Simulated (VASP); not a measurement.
Write the native input for VASP 6.6.1 that does the following.

- Task: single point
- Functional: PBE
- Potentials or basis: VASP PAW PBE potentials, release 64 (Cu)
- Cutoff: 520 eV
- k mesh: 22 × 22 × 22
- Occupations: gaussian, width 0.15 eV
- Spin: no spin polarisation
- Dipole correction: no
- Further INCAR settings: ALGO = Fast; EDIFF = 1e-06; NBANDS = 12

The structure of Cu lies in POSCAR:

```
Cu
1.0
    0.0000000000      1.8526875000      1.8075000000
    1.8526875000      0.0000000000      1.8075000000
    1.8526875000      1.8526875000      0.0000000000
Cu
1
Direct
    0.0000000000      0.0000000000      0.0000000000
```

This cell differs from its parent crystal: strain +0.025 along x and y, +0.000 along z.

The input as run:

INCAR

```
ALGO = Fast
EDIFF = 1E-6
ENCUT = 520
GGA = PE
ISIF = 2
ISMEAR = 0
LASPH = T
LCHARG = T
LELF = T
LREAL = F
LVHAR = T
LWAVE = F
NBANDS = 12
NELM = 60
PREC = Accurate
SIGMA = 0.15
```

KPOINTS

```
k-points
0
Gamma
  22 22 22
```

Potentials or basis: VASP PAW PBE potentials, release 64 (Cu).

Command:

```sh
$ cat potpaw_PBE.64/Cu/POTCAR > POTCAR
$ mpirun -np 1 vasp_std > vasp.out
```

It gave:

```
Pressure               : -4.1 GPa
Band gap on the k mesh : zero (an odd number of electrons rules out a gap without spin polarisation)
```

Caveat: the cell differs from its parent crystal (strain +0.025 along x and y, +0.000 along z); the cell stands under tension.

Run time: 74 s on 1 thread of AMD EPYC 9R45 96-Core Processor (Zen 5), on a shared host, peak memory 0.19 GiB.
